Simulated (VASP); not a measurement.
GaIr, 2 atoms in the cell. Symmetry: R-3m, No. 166, trigonal system. The conventional cell has a = 4.485 Å, b = 4.485 Å, c = 4.669 Å, α = 90.00°, β = 90.00°, γ = 120.00°. Within 3.1 Å of Ga (site symmetry -3m) lie 8 Ir at 2.33 to 2.70 Å and 6 Ga at 3.02 Å. Within 3.1 Å of Ir (site symmetry -3m) lie 8 Ga at 2.33 to 2.70 Å and 6 Ir at 3.02 Å.  This cell differs from its parent crystal: ratio of the length along [111] to the lengths across it x 0.85, volume and fractional coordinates fixed.

| Item | Value |
| --- | --- |
| Program | VASP 6.6.1 |
| Task | single point |
| Functional | r2SCAN |
| Potentials or basis | VASP PAW PBE potentials, release 64 (Ga_d, Ir) |
| Cutoff | 520 eV |
| k mesh | 18 × 18 × 18 |
| Occupations | gaussian, width 0.15 eV |
| Spin | no spin polarisation |
| Dipole correction | no |
| Further INCAR settings | ALGO = Normal; EDIFF = 1e-06; NBANDS = 18 |

Potentials or basis: VASP PAW PBE potentials, release 64 (Ga_d, Ir).

Command:

```console
$ cat potpaw_PBE.64/Ga_d/POTCAR potpaw_PBE.64/Ir/POTCAR > POTCAR
$ cp INCAR.step1 INCAR
$ mpirun -np 1 vasp_std > vasp.out
$ cp INCAR.step2 INCAR
$ mpirun -np 1 vasp_std > vasp.out
```

Hardware: 1 thread of Intel(R) Xeon(R) 6975P-C (Granite Rapids), on a shared host.

Problem. How long does it take, and how much memory?

Solution. Run time: 3.5 min on 1 thread of Intel(R) Xeon(R) 6975P-C (Granite Rapids), on a shared host, peak memory 0.4 GiB. Counts: k points 580.
